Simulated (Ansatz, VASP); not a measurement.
# One calculation of GaGe, two programs

File INCAR:

```
PREC = Accurate
ENCUT = 520
EDIFF = 1E-6
ISMEAR = -1
SIGMA = 0.05
LREAL = False
LASPH = True
NELM = 100
ALGO = Normal
ISIF = 2
LWAVE = False
LCHARG = False
GGA = PE
NBANDS = 20
```

File KPOINTS:

```
regular mesh
0
Gamma
  8 8 8
```

POSCAR

```
GaGe
1.0
    0.0000000000      2.8978440000      2.8978440000
    2.8978440000      0.0000000000      2.8978440000
    2.8978440000      2.8978440000      0.0000000000
Ge Ga
1 1
Direct
   -0.0072340000     -0.0102740000      0.0253490000
    0.2399690000      0.2466220000      0.2642740000
```

Contents of input.yaml:

```yaml
crystal:
  lattice:
    - [0.0, 2.897844, 2.897844]
    - [2.897844, 0.0, 2.897844]
    - [2.897844, 2.897844, 0.0]
  atoms:
    - { symbol: Ge, position: [-0.007234, -0.010274, 0.025349] }
    - { symbol: Ga, position: [0.239969, 0.246622, 0.264274] }
kpoints:
  mp_grid: { grid: [8, 8, 8] }
scf:
  occupations: { method: fermi_dirac, width: 0.05 }
hamiltonian:
  xc: pbe
  pseudopotentials: { kind: all_electron, lapw: { basis_error: 0.001 } }
output:
  forces: true
  stress: true
  eigenvalues: true
  populations: true
```

Change from the starting cell: atoms moved at random, drawn with an rms of 0.05 Å.

Alike in both runs: task single point; functional PBE; k mesh 8 × 8 × 8; occupations fermi-dirac, width 0.05 eV; no spin polarisation.

```csv
,VASP,Ansatz
version,VASP 6.6.1,Ansatz 0.2.0
potentials or method,"VASP PAW PBE potentials, release 64 (Ge_d, Ga_d), cutoff 520 eV","all-electron LAPW, scalar-relativistic"
```

```tsv
	VASP	Ansatz	Ansatz less VASP
gap on the k mesh at the Fermi level (eV)	none	none	-
pressure (GPa)	0.3	0.3	-0.02
traceless stress, the component that is largest in VASP (GPa)	1.08	1.08	-0.005
rms of the force components (eV/Å)	0.121	0.120	-0.0005
```

Atom by atom the forces differ by 0.001 eV/Å (rms over components). A gap of «none» marks a metal or a gap that the smearing closes. Ansatz ran all-electron here, and VASP with PAW potentials.
